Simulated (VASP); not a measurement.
# ZnAu (P4mm) in VASP: single point with PBEsol

Aim: the single point of ZnAu with PBEsol.

Program: VASP 6.6.1. These are calculated values, not measurements. Logs are shortened: lines on timing, memory, paths and dates and some standing lists are left out, and cuts for length are marked.

## Step 1: The cell of the first run

It takes space group P4mm (No. 99, tetragonal). The conventional cell has a = 3.147 Å, b = 3.147 Å, c = 3.147 Å, α = 90.00°, β = 90.00°, γ = 90.00°. Zn (site symmetry 4mm) has 8 Au at 2.53 to 2.96 Å and 6 Zn at 3.15 Å within 3.3 Å. Au (site symmetry 4mm) has 8 Zn at 2.53 to 2.96 Å and 6 Au at 3.15 Å within 3.3 Å.

## Step 2: Single point, PBEsol (one atom moved)

INCAR reads:

```
PREC = Accurate ; ENCUT = 520
EDIFF = 1E-6 ; ISMEAR = 0
SIGMA = 0.1 ; LREAL = F
LASPH = T ; NELM = 80
ALGO = Fast ; ISIF = 2
LWAVE = F ; LCHARG = T
GGA = PS ; LELF = T
LVHAR = T ; NBANDS = 18
```

KPOINTS reads:

```
Automatic mesh
0
Gamma
  12 12 12
```

POSCAR reads:

```
ZnAu
1.0
    3.1470000000      0.0000000000      0.0000000000
    0.0000000000      3.1470000000      0.0000000000
    0.0000000000      0.0000000000      3.1470000000
Zn Au
1 1
Direct
    0.5000000000      0.5000000000      0.5000000000
    0.0000000000      0.1191611058      0.0000000000
```

Potentials or basis: VASP PAW PBE potentials, release 64 (Zn, Au).

Started as:

```
> cat potpaw_PBE.64/Zn/POTCAR potpaw_PBE.64/Au/POTCAR > POTCAR
> mpirun -np 1 vasp_std > vasp.out
```

OUTCAR:

```text
PREC = Accurate
   ENCUT = 520
   EDIFF = 1E-6
   ISMEAR = 0
   LREAL = F
   LASPH = T
   NELM = 80
   ISIF = 2
   GGA = PS

 ion  position               nearest neighbor table
   1  0.500  0.500  0.500-   2 2.53   2 2.53   2 2.53   2 2.53   2 2.96   2 2.96   2 2.96   2 2.96

   2  0.000  0.119  0.000-   1 2.53   1 2.53   1 2.53   1 2.53   1 2.96   1 2.96   1 2.96   1 2.96

  LATTYP: Found a simple cubic cell.
 ALAT       =     3.1470000000

  Lattice vectors:

 A1 = (   3.1470000000,   0.0000000000,   0.0000000000)
 A2 = (   0.0000000000,   3.1470000000,   0.0000000000)
 A3 = (   0.0000000000,   0.0000000000,   3.1470000000)

Analysis of symmetry for initial positions (statically):
=====================================================================
 Subroutine PRICEL returns:
 Original cell was already a primitive cell.

 Routine SETGRP: Setting up the symmetry group for a
 simple cubic supercell.

 Subroutine GETGRP returns: Found  8 space group operations
 (whereof  8 operations were pure point group operations)
 out of a pool of 48 trial point group operations.

The static configuration has the point symmetry C_4v.

Analysis of symmetry for dynamics (positions and initial velocities):
=====================================================================
 Subroutine PRICEL returns:
 Original cell was already a primitive cell.

 Routine SETGRP: Setting up the symmetry group for a
 simple cubic supercell.

 Subroutine GETGRP returns: Found  8 space group operations
 (whereof  8 operations were pure point group operations)
 out of a pool of 48 trial point group operations.

The dynamic configuration has the point symmetry C_4v.

 Subroutine INISYM returns: Found  8 space group operations
 (whereof  8 operations are pure point group operations),
 and found     1 'primitive' translations

----------------------------------------------------------------------------------------

                                     Primitive cell

  volume of cell :      31.1667

  direct lattice vectors                    reciprocal lattice vectors
     3.147000000  0.000000000  0.000000000     0.317762949  0.000000000  0.000000000
     0.000000000  3.147000000  0.000000000     0.000000000  0.317762949  0.000000000
     0.000000000  0.000000000  3.147000000     0.000000000  0.000000000  0.317762949

  length of vectors
     3.147000000  3.147000000  3.147000000     0.317762949  0.317762949  0.317762949

  position of ions in fractional coordinates (direct lattice)
     0.500000000  0.500000000  0.500000000
     0.000000000  0.119161106  0.000000000

  ion indices of the primitive-cell ions
   primitive index   ion index
                 1           1
                 2           2

----------------------------------------------------------------------------------------

 KPOINTS: Automatic mesh

Automatic generation of k-mesh.
 Grid dimensions read from file:
 generate k-points for:   12   12   12

 Generating k-lattice:

  Cartesian coordinates                     Fractional coordinates (reciprocal lattice)
     0.026480246  0.000000000  0.000000000     0.083333333  0.000000000  0.000000000
     0.000000000  0.026480246  0.000000000     0.000000000  0.083333333  0.000000000
     0.000000000  0.000000000  0.026480246     0.000000000  0.000000000  0.083333333

  Length of vectors
     0.026480246  0.026480246  0.026480246

  Shift w.r.t. Gamma in fractional coordinates (k-lattice)
     0.000000000  0.000000000  0.000000000

 Subroutine IBZKPT returns following result:
 ===========================================

 Found    196 irreducible k-points:

 Following reciprocal coordinates:
            Coordinates               Weight
  0.000000  0.000000  0.000000      1.000000
  0.083333  0.000000  0.000000      4.000000
  0.000000  0.083333  0.000000      2.000000
  0.166667  0.000000  0.000000      4.000000
  0.000000  0.166667  0.000000      2.000000
  0.250000  0.000000  0.000000      4.000000
[... 16 lines left out ...]
  0.000000  0.333333  0.083333      8.000000
  0.083333  0.000000  0.333333      8.000000
 [... further k-points ...]
   k-points           NKPTS =    196   k-points in BZ     NKDIM =    196   number of bands    NBANDS=     18
   number of dos      NEDOS =    301   number of ions     NIONS =      2
   total plane-waves  NPLWV =  13824
   dimension x,y,z NGX =    24 NGY =   24 NGZ =   24
   dimension x,y,z NGXF=    48 NGYF=   48 NGZF=   48
   ions per type =               1   1
   NGX,Y,Z   is equivalent  to a cutoff of  12.68, 12.68, 12.68 a.u.
   NGXF,Y,Z  is equivalent  to a cutoff of  25.36, 25.36, 25.36 a.u.
 SYSTEM =  unknown system
   PREC   = accura    normal or accurate (medium, high low for compatibility)
   ISTART =      0    job   : 0-new  1-cont  2-samecut
   ICHARG =      2    charge: 1-file 2-atom 10-const
   ISPIN  =      1    spin polarized calculation?
   LNONCOLLINEAR =      F non collinear calculations
   LSORBIT =      F    spin-orbit coupling
   LASPH  =      T    aspherical Exc in radial PAW
   ENCUT  =  520.0 eV  38.22 Ry    6.18 a.u.   5.85  5.85  5.85*2*pi/ulx,y,z
   NELM   =     80;   NELMIN=  2; NELMDL= -5     # of ELM steps
   EDIFF  = 0.1E-05   stopping-criterion for ELM
   LREAL  =      F    real-space projection
   EDIFFG = 0.1E-04   stopping-criterion for IOM
   NSW    =      0    number of steps for IOM
   IBRION =     -1    ionic relax: 0-MD 1-quasi-New 2-CG
   NFREE  =      0    steps in history (QN), initial steepest desc. (CG)
   ISIF   =      2    stress and relaxation
   ISYM   =      2    0-nonsym 1-usesym 2-fastsym
   POTIM  = 0.5000    time-step for ionic-motion
   TEBEG  =    0.0;   TEEND  =   0.0 temperature during run
   PSTRESS=    0.0 pullay stress
   NELECT =      23.0000    total number of electrons
   NUPDOWN=      -1.0000    fix difference up-down
   EMIN   =  10.00;   EMAX   =-10.00  energy-range for DOS
   EFERMI =   0.00;   METHOD = LEGACY
   ISMEAR =     0;   SIGMA  =   0.10  broadening in eV -4-tet -1-fermi 0-gaus
   EFERMI_NEDOS =   21; number of points for ismear=-14 and -15
   IALGO  =     68    algorithm
   IMIX   =      4    mixing-type and parameters
     AMIX     =   0.40;   BMIX     =  1.00
     AMIX_MAG =   1.60;   BMIX_MAG =  1.00
  volume/ion in A,a.u.               =      15.58       105.16
  Fermi-wavevector in a.u.,A,eV,Ry     =   1.479406  2.795672 29.778283  2.188642
  Thomas-Fermi vector in A             =   2.593568
   LORBIT       =      0    0 simple, 1 ext, 2 COOP (PROOUT), +10 PAW based schemes
   GGA     = PS    functional components
   LHFCALC =     F    Hartree Fock is set to
   AEXX    =    0.0000 exact exchange contribution
   IVDW    =     0    specifies the selected vdW correction
   LEPSILON=     F    determine dielectric tensor
   LRPA    =     F    only Hartree local field effects (RPA)
 non-spin polarized calculation
 RMM-DIIS sequential band-by-band and
 Gauss-broadening in eV      SIGMA  =   0.10
  energy-cutoff  :      520.00
  volume of cell :       31.17
 maximum number of plane-waves:       860
 NGX is ok and might be reduce to    24
   NGX = 11   NGY = 11   NGZ = 11

 number of electron      22.9999998 magnetization

 Free energy of the ion-electron system (eV)
  ---------------------------------------------------
  ext. energy  EPLUGINS =         0.00000000
  ---------------------------------------------------
  free energy    TOTEN  =        -5.71295088 eV

  energy without entropy =       -5.71109257  energy(sigma->0) =       -5.71202173

 E-fermi :   6.9293     XC(G=0): -12.4997

 val. band max:        6.9264088083   @ k =   0.3333   0.5000   0.4167
 cond. band min:       6.9540998038   @ k =   0.5000   0.3333   0.3333
 fundamental gap:      0.0276909955
 Fermi energy:         6.9292643315

 k-point     1 :       0.0000    0.0000    0.0000
  band No.  band energies     occupation
      1      -3.7823      2.00000
      2      -1.3839      2.00000
      3      -1.1129      2.00000
      4      -0.6680      2.00000
      5      -0.4710      2.00000
      6      -0.4710      2.00000
[... 10 lines left out ...]
     17      19.1100      0.00000
     18      25.3348      0.00000

 k-point     2 :       0.0833    0.0000    0.0000
  band No.  band energies     occupation
      1      -3.6575      2.00000
      2      -1.3463      2.00000
      3      -1.0988      2.00000
      4      -0.6714      2.00000
      5      -0.4742      2.00000
      6      -0.4698      2.00000
[... 10 lines left out ...]
     17      19.6356      0.00000
     18      25.2241      0.00000

 k-point     3 :       0.0000    0.0833    0.0000
  band No.  band energies     occupation
      1      -3.6650      2.00000
      2      -1.3603      2.00000
      3      -1.0805      2.00000
      4      -0.6590      2.00000
      5      -0.4748      2.00000
      6      -0.4748      2.00000
[... 10 lines left out ...]
     17      19.0649      0.00000
     18      25.3458      0.00000

 k-point     4 :       0.1667    0.0000    0.0000
  band No.  band energies     occupation
      1      -3.2908      2.00000
      2      -1.2498      2.00000
      3      -1.0520      2.00000
      4      -0.6787      2.00000
      5      -0.4878      2.00000
      6      -0.4687      2.00000
[... 375 lines left out ...]
      4      -0.6995      2.00000
      5      -0.5527      2.00000
      6      -0.4996      2.00000
[... 10 lines left out ...]
     17      21.0025      0.00000
     18      21.6804      0.00000

 k-point    23 :       0.0000    0.3333    0.0833
  band No.  band energies     occupation
      1      -2.0541      2.00000
      2      -1.0808      2.00000
      3      -0.7522      2.00000
      4      -0.6263      2.00000
      5      -0.4892      2.00000
      6      -0.4638      2.00000
[... 10 lines left out ...]
     17      20.4879      0.00000
     18      21.8500      0.00000

 k-point    24 :       0.0833    0.0000    0.3333
  band No.  band energies     occupation
      1      -1.8899      2.00000
      2      -1.0120      2.00000
      3      -0.8230      2.00000
      4      -0.7138      2.00000
      5      -0.5229      2.00000
      6      -0.4973      2.00000
[... 10 lines left out ...]
     17      20.0819      0.00000
     18      22.5206      0.00000

 [... further k-points ...]

------------------------ aborting loop because EDIFF is reached ----------------------------------------

  FORCE on cell =-STRESS in cart. coord.  units (eV):
  Direction    XX          YY          ZZ          XY          YZ          ZX
  --------------------------------------------------------------------------------------
  -------------------------------------------------------------------------------------
  Total        1.3161516      0.1829043      1.3161516      0.0000000      0.0000000     -0.0000000
  in kB       67.6591097      9.4025211     67.6591097      0.0000000      0.0000000     -0.0000000
  external PRESSURE =      48.2402468 kB  Pullay stress =       0.0000000 kB

 VOLUME and BASIS-vectors are now :
 -----------------------------------------------------------------------------
  energy-cutoff  :      520.00
  volume of cell :       31.17
      direct lattice vectors                 reciprocal lattice vectors
     3.147000000  0.000000000  0.000000000     0.317762949  0.000000000  0.000000000
     0.000000000  3.147000000  0.000000000     0.000000000  0.317762949  0.000000000
     0.000000000  0.000000000  3.147000000     0.000000000  0.000000000  0.317762949

 POSITION                                       TOTAL-FORCE (eV/Angst)
 -----------------------------------------------------------------------------------
      1.57350      1.57350      1.57350        -0.000000      1.284573      0.000000
      0.00000      0.37500      0.00000         0.000000     -1.284573     -0.000000
 -----------------------------------------------------------------------------------
    total drift:                                0.000000     -0.001489      0.000000

  FREE ENERGIE OF THE ION-ELECTRON SYSTEM (eV)
  ---------------------------------------------------
  free  energy   TOTEN  =        -5.7129508793 eV

  energy  without entropy=       -5.7110925708  energy(sigma->0) =       -5.71202173
```

Run time: 27 s. Hardware: 1 thread of Intel Xeon 6975P-C (Granite Rapids), shared host; peak memory 0.22 GiB.

Results:

```yaml
Free_energy: -5.7130 eV
Pressure: 4.8 GPa
Largest_force: 1.285 eV/Å
Band_gap_on_the_k_mesh: zero (an odd number of electrons rules out a gap without spin polarisation)
```

Forces in eV/Å, atoms in the order of the input:
```
Zn   0.000  1.285  0.000
Au   0.000 -1.285  0.000
```

Stress tensor (GPa, compression positive):
```
6.77 0.00 0.00
0.00 0.94 0.00
0.00 0.00 6.77
```

Levels at points of the mesh, in eV from the Fermi level:
| k point | band 8 | band 9 | band 10 | band 11 | band 12 | band 13 | band 14 | band 15 | band 16 | band 17 |
| --- | --- | --- | --- | --- | --- | --- | --- | --- | --- | --- |
| (0.00, 0.00, 0.00) | -5.37 | -3.89 | -3.89 | -3.75 | 4.98 | 4.98 | 5.70 | 8.49 | 11.62 | 12.18 |
| (0.50, 0.00, 0.00) | -5.60 | -4.92 | -4.54 | -3.80 | -2.50 | 8.79 | 10.39 | 10.89 | 11.18 | 11.33 |
| (0.00, 0.50, 0.00) | -5.24 | -4.96 | -4.96 | -3.88 | -2.29 | 9.82 | 9.82 | 10.49 | 11.00 | 12.53 |
| (0.50, 0.50, 0.00) | -4.22 | -4.06 | -3.22 | -2.15 | -1.85 | 0.79 | 2.46 | 10.67 | 12.75 | 12.84 |
| (0.50, 0.00, 0.50) | -4.41 | -4.41 | -3.27 | -1.94 | -1.94 | 0.81 | 2.53 | 11.16 | 13.07 | 13.07 |
| (0.50, 0.50, 0.50) | -6.46 | -3.22 | -3.17 | 1.48 | 3.00 | 3.00 | 3.56 | 3.80 | 6.09 | 6.66 |

Caveat: the cell differs from its parent crystal (one atom moved); the stress differs along the axes, from 1 to 7 GPa; the PAW data sets were made with another functional, which shifts forces and pressure a little; spin-orbit coupling is left out, which moves the levels of the heavy elements.

The gap in the log of VASP goes by the Fermi energy; the results here count the filled bands.